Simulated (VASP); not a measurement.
# Nb2B (Fd-3m) in VASP: single point with PBE

Aim: the single point of Nb2B with PBE.

Program: VASP 6.6.1. These are calculated values, not measurements. Logs are shortened: lines on timing, memory, paths and dates and some standing lists are left out, and cuts for length are marked.

## (1) The cell of the first run

It takes space group Fd-3m (No. 227, cubic). Conventional cell: a = 7.355 Å, b = 7.355 Å, c = 7.355 Å, α = 90.00°, β = 90.00°, γ = 90.00°. Nb (site symmetry -3m) has 6 Nb at 2.60 Å and 6 B at 3.05 Å within 3.4 Å. B (site symmetry -43m) has 12 Nb at 3.05 Å and 4 B at 3.18 Å within 4.0 Å.

## (2) Single point, PBE

Contents of INCAR:

```
SYSTEM = Nb2B
PREC     = Accurate       ! precision mode
ENCUT    = 520            ! plane-wave cutoff, eV
EDIFF    = 1E-6           ! SCF threshold, eV
ISMEAR   = 0              ! smearing method
SIGMA    = 0.1            ! smearing width, eV
LREAL    = .False.        ! projectors in reciprocal space
LASPH    = .True.         ! aspherical terms in the spheres
NELM     = 100            ! most SCF steps
ALGO     = Fast           ! electronic algorithm
ISIF     = 2              ! what is computed and relaxed
LWAVE    = .False.        ! write WAVECAR
LCHARG   = .False.        ! write CHGCAR
GGA      = PE             ! functional
NBANDS   = 38             ! bands
```

Contents of KPOINTS:

```
regular mesh
0
Gamma
  10 10 10
  0 0 0
```

Contents of POSCAR:

```
Nb2B
1.0
    0.0000000000      3.6773472298      3.6773472298
    3.6773472298      0.0000000000      3.6773472298
    3.6773472298      3.6773472298      0.0000000000
Nb B
4 2
Direct
    0.6250000000      0.6250000000      0.6250000000
    0.1250000000      0.6250000000      0.6250000000
    0.6250000000      0.6250000000      0.1250000000
    0.6250000000      0.1250000000      0.6250000000
    0.0000000000      0.0000000000      0.0000000000
    0.2500000000      0.2500000000      0.2500000000
```

Potentials or basis: VASP PAW PBE potentials, release 64 (Nb_sv, B).

The run is started by

```console
$ cat potpaw_PBE.64/Nb_sv/POTCAR potpaw_PBE.64/B/POTCAR > POTCAR
$ mpirun -np 1 vasp_std > vasp.out
```

OUTCAR:

```text
SYSTEM = Nb2B
   PREC = Accurate
   ENCUT = 520
   EDIFF = 1E-6
   ISMEAR = 0
   LREAL = .False.
   LASPH = .True.
   NELM = 100
   ISIF = 2
   GGA = PE

 ion  position               nearest neighbor table
   1  0.625  0.625  0.625-   2 2.60   3 2.60   4 2.60   3 2.60   4 2.60   2 2.60
   2  0.125  0.625  0.625-   1 2.60   3 2.60   4 2.60   1 2.60   3 2.60   4 2.60
   3  0.625  0.625  0.125-   1 2.60   1 2.60   2 2.60   4 2.60   4 2.60   2 2.60
   4  0.625  0.125  0.625-   1 2.60   3 2.60   1 2.60   2 2.60   3 2.60   2 2.60
   5  0.000  0.000  0.000-
   6  0.250  0.250  0.250-

  LATTYP: Found a face centered cubic cell.
 ALAT       =     7.3546944596

  Lattice vectors:

 A1 = (   0.0000000000,   3.6773472298,   3.6773472298)
 A2 = (   3.6773472298,   0.0000000000,   3.6773472298)
 A3 = (   3.6773472298,   3.6773472298,   0.0000000000)

Analysis of symmetry for initial positions (statically):
=====================================================================
 Subroutine PRICEL returns:
 Original cell was already a primitive cell.

 Routine SETGRP: Setting up the symmetry group for a
 face centered cubic supercell.

 Subroutine GETGRP returns: Found 48 space group operations
 (whereof 24 operations were pure point group operations)
 out of a pool of 48 trial point group operations.

The static configuration has the point symmetry T_d .
 The point group associated with its full space group is O_h .

Analysis of symmetry for dynamics (positions and initial velocities):
=====================================================================
 Subroutine PRICEL returns:
 Original cell was already a primitive cell.

 Routine SETGRP: Setting up the symmetry group for a
 face centered cubic supercell.

 Subroutine GETGRP returns: Found 48 space group operations
 (whereof 24 operations were pure point group operations)
 out of a pool of 48 trial point group operations.

The dynamic configuration has the point symmetry T_d .
 The point group associated with its full space group is O_h .

 Subroutine INISYM returns: Found 48 space group operations
 (whereof 24 operations are pure point group operations),
 and found     1 'primitive' translations

----------------------------------------------------------------------------------------

                                     Primitive cell

  volume of cell :      99.4567

  direct lattice vectors                    reciprocal lattice vectors
     0.000000000  3.677347230  3.677347230    -0.135967579  0.135967579  0.135967579
     3.677347230  0.000000000  3.677347230     0.135967579 -0.135967579  0.135967579
     3.677347230  3.677347230  0.000000000     0.135967579  0.135967579 -0.135967579

  length of vectors
     5.200554326  5.200554326  5.200554326     0.235502755  0.235502755  0.235502755

  position of ions in fractional coordinates (direct lattice)
     0.625000000  0.625000000  0.625000000
     0.125000000  0.625000000  0.625000000
     0.625000000  0.625000000  0.125000000
     0.625000000  0.125000000  0.625000000
     0.000000000  0.000000000  0.000000000
     0.250000000  0.250000000  0.250000000

  ion indices of the primitive-cell ions
   primitive index   ion index
                 1           1
                 2           2
                 3           3
                 4           4
                 5           5
                 6           6

----------------------------------------------------------------------------------------

 KPOINTS: regular mesh

Automatic generation of k-mesh.
 Grid dimensions read from file:
 generate k-points for:   10   10   10

 Generating k-lattice:

  Cartesian coordinates                     Fractional coordinates (reciprocal lattice)
    -0.013596758  0.013596758  0.013596758     0.100000000  0.000000000  0.000000000
     0.013596758 -0.013596758  0.013596758     0.000000000  0.100000000  0.000000000
     0.013596758  0.013596758 -0.013596758     0.000000000  0.000000000  0.100000000

  Length of vectors
     0.023550276  0.023550276  0.023550276

  Shift w.r.t. Gamma in fractional coordinates (k-lattice)
     0.000000000  0.000000000  0.000000000

 Subroutine IBZKPT returns following result:
 ===========================================

 Found     47 irreducible k-points:

 Following reciprocal coordinates:
            Coordinates               Weight
  0.000000  0.000000  0.000000      1.000000
  0.100000  0.000000  0.000000      8.000000
  0.200000  0.000000  0.000000      8.000000
  0.300000  0.000000  0.000000      8.000000
  0.400000  0.000000  0.000000      8.000000
  0.500000  0.000000  0.000000      4.000000
[... 16 lines left out ...]
  0.300000  0.300000  0.000000      6.000000
  0.400000  0.300000  0.000000     24.000000
 [... further k-points ...]
   k-points           NKPTS =     47   k-points in BZ     NKDIM =     47   number of bands    NBANDS=     38
   number of dos      NEDOS =    301   number of ions     NIONS =      6
   total plane-waves  NPLWV =  64000
   dimension x,y,z NGX =    40 NGY =   40 NGZ =   40
   dimension x,y,z NGXF=    80 NGYF=   80 NGZF=   80
   ions per type =               4   2
   NGX,Y,Z   is equivalent  to a cutoff of  12.79, 12.79, 12.79 a.u.
   NGXF,Y,Z  is equivalent  to a cutoff of  25.57, 25.57, 25.57 a.u.
 SYSTEM =  Nb2B
   PREC   = accura    normal or accurate (medium, high low for compatibility)
   ISTART =      0    job   : 0-new  1-cont  2-samecut
   ICHARG =      2    charge: 1-file 2-atom 10-const
   ISPIN  =      1    spin polarized calculation?
   LNONCOLLINEAR =      F non collinear calculations
   LSORBIT =      F    spin-orbit coupling
   LASPH  =      T    aspherical Exc in radial PAW
   ENCUT  =  520.0 eV  38.22 Ry    6.18 a.u.   9.67  9.67  9.67*2*pi/ulx,y,z
   NELM   =    100;   NELMIN=  2; NELMDL= -5     # of ELM steps
   EDIFF  = 0.1E-05   stopping-criterion for ELM
   LREAL  =      F    real-space projection
   EDIFFG = 0.1E-04   stopping-criterion for IOM
   NSW    =      0    number of steps for IOM
   IBRION =     -1    ionic relax: 0-MD 1-quasi-New 2-CG
   NFREE  =      0    steps in history (QN), initial steepest desc. (CG)
   ISIF   =      2    stress and relaxation
   ISYM   =      2    0-nonsym 1-usesym 2-fastsym
   POTIM  = 0.5000    time-step for ionic-motion
   TEBEG  =    0.0;   TEEND  =   0.0 temperature during run
   PSTRESS=    0.0 pullay stress
   NELECT =      58.0000    total number of electrons
   NUPDOWN=      -1.0000    fix difference up-down
   EMIN   =  10.00;   EMAX   =-10.00  energy-range for DOS
   EFERMI =   0.00;   METHOD = LEGACY
   ISMEAR =     0;   SIGMA  =   0.10  broadening in eV -4-tet -1-fermi 0-gaus
   EFERMI_NEDOS =   21; number of points for ismear=-14 and -15
   IALGO  =     68    algorithm
   IMIX   =      4    mixing-type and parameters
     AMIX     =   0.40;   BMIX     =  1.00
     AMIX_MAG =   1.60;   BMIX_MAG =  1.00
  volume/ion in A,a.u.               =      16.58       111.86
  Fermi-wavevector in a.u.,A,eV,Ry     =   1.367748  2.584670 25.452901  1.870735
  Thomas-Fermi vector in A             =   2.493773
   LORBIT       =      0    0 simple, 1 ext, 2 COOP (PROOUT), +10 PAW based schemes
   GGA     = PE    functional components
   LHFCALC =     F    Hartree Fock is set to
   AEXX    =    0.0000 exact exchange contribution
   IVDW    =     0    specifies the selected vdW correction
   LEPSILON=     F    determine dielectric tensor
   LRPA    =     F    only Hartree local field effects (RPA)
 non-spin polarized calculation
 RMM-DIIS sequential band-by-band and
 Gauss-broadening in eV      SIGMA  =   0.10
  energy-cutoff  :      520.00
  volume of cell :       99.46
 maximum number of plane-waves:      2733
   NGX = 19   NGY = 19   NGZ = 19

 number of electron      58.0000006 magnetization

 Free energy of the ion-electron system (eV)
  ---------------------------------------------------
  ext. energy  EPLUGINS =         0.00000000
  ---------------------------------------------------
  free energy    TOTEN  =       -45.48651793 eV

  energy without entropy =      -45.45373167  energy(sigma->0) =      -45.47012480

 E-fermi :   8.9154     XC(G=0): -11.6071

 val. band max:        8.9062331254   @ k =  -0.3000   0.3000   0.0000
 cond. band min:       8.9201434311   @ k =   0.1000   0.1000   0.0000
 fundamental gap:      0.0139103058
 Fermi energy:         8.9153611981

 k-point     1 :       0.0000    0.0000    0.0000
  band No.  band energies     occupation
      1     -46.1285      2.00000
      2     -45.5403      2.00000
      3     -45.5403      2.00000
      4     -45.5403      2.00000
      5     -23.9866      2.00000
      6     -22.6801      2.00000
[... 30 lines left out ...]
     37      12.7686      0.00000
     38      13.0100      0.00000

 k-point     2 :       0.1000    0.0000    0.0000
  band No.  band energies     occupation
      1     -46.1184      2.00000
      2     -45.5517      2.00000
      3     -45.5403      2.00000
      4     -45.5403      2.00000
      5     -23.9418      2.00000
      6     -22.6682      2.00000
[... 30 lines left out ...]
     37      12.6427      0.00000
     38      12.7608      0.00000

 k-point     3 :       0.2000    0.0000    0.0000
  band No.  band energies     occupation
      1     -46.0897      2.00000
      2     -45.5839      2.00000
      3     -45.5405      2.00000
      4     -45.5405      2.00000
      5     -23.8193      2.00000
      6     -22.6261      2.00000
[... 30 lines left out ...]
     37      12.4085      0.00000
     38      12.8473      0.00000

 k-point     4 :       0.3000    0.0000    0.0000
  band No.  band energies     occupation
      1     -46.0483      2.00000
      2     -45.6296      2.00000
      3     -45.5408      2.00000
      4     -45.5408      2.00000
      5     -23.6570      2.00000
      6     -22.5442      2.00000
[... 30 lines left out ...]
     37      12.1838      0.00000
     38      12.3444      0.00000
[... 703 lines left out ...]
      4     -45.5408      2.00000
      5     -23.5788      2.00000
      6     -22.5939      2.00000
[... 30 lines left out ...]
     37      12.2062      0.00000
     38      12.8576      0.00000

 k-point    23 :       0.3000    0.3000    0.0000
  band No.  band energies     occupation
      1     -46.0128      2.00000
      2     -45.6673      2.00000
      3     -45.5414      2.00000
      4     -45.5414      2.00000
      5     -23.4876      2.00000
      6     -22.7089      2.00000
[... 30 lines left out ...]
     37      12.4300      0.00000
     38      12.7924      0.00000

 k-point    24 :       0.4000    0.3000    0.0000
  band No.  band energies     occupation
      1     -45.9716      2.00000
      2     -45.7111      2.00000
      3     -45.5416      2.00000
      4     -45.5416      2.00000
      5     -23.3257      2.00000
      6     -22.7140      2.00000
[... 30 lines left out ...]
     37      12.3099      0.00000
     38      12.6287      0.00000

 [... further k-points ...]
[... 5 lines left out ...]
  --------------------------------------------------------------------------------------
  -------------------------------------------------------------------------------------
  Total       -0.1295227     -0.1295227     -0.1295227      0.0000000      0.0000000     -0.0000000
  in kB       -2.0865205     -2.0865205     -2.0865205      0.0000000      0.0000000     -0.0000000
  external PRESSURE =      -2.0865205 kB  Pullay stress =       0.0000000 kB

 VOLUME and BASIS-vectors are now :
 -----------------------------------------------------------------------------
  energy-cutoff  :      520.00
  volume of cell :       99.46
      direct lattice vectors                 reciprocal lattice vectors
     0.000000000  3.677347230  3.677347230    -0.135967579  0.135967579  0.135967579
     3.677347230  0.000000000  3.677347230     0.135967579 -0.135967579  0.135967579
     3.677347230  3.677347230  0.000000000     0.135967579  0.135967579 -0.135967579

 POSITION                                       TOTAL-FORCE (eV/Angst)
 -----------------------------------------------------------------------------------
      4.59668      4.59668      4.59668        -0.000000     -0.000000      0.000000
      4.59668      2.75801      2.75801        -0.000000     -0.000000      0.000000
      2.75801      2.75801      4.59668        -0.000000     -0.000000      0.000000
      2.75801      4.59668      2.75801        -0.000000     -0.000000      0.000000
      0.00000      0.00000      0.00000         0.000000      0.000000      0.000000
      1.83867      1.83867      1.83867        -0.000000     -0.000000     -0.000000
 -----------------------------------------------------------------------------------
    total drift:                                0.000000      0.000000      0.000000

  FREE ENERGIE OF THE ION-ELECTRON SYSTEM (eV)
  ---------------------------------------------------
  free  energy   TOTEN  =       -45.4865179268 eV

  energy  without entropy=      -45.4537316740  energy(sigma->0) =      -45.47012480
```

It took 11 min on 1 thread of Intel Xeon Platinum 8259CL at 2.50GHz (Skylake/Cascade Lake), shared host; peak memory 0.33 GiB.

Results:

| Property | Result |
| --- | --- |
| Free energy | -45.4865 eV |
| Pressure | -0.2 GPa |
| Band gap on the k mesh | zero (bands 29 and 30 overlap by 0.77 eV) |
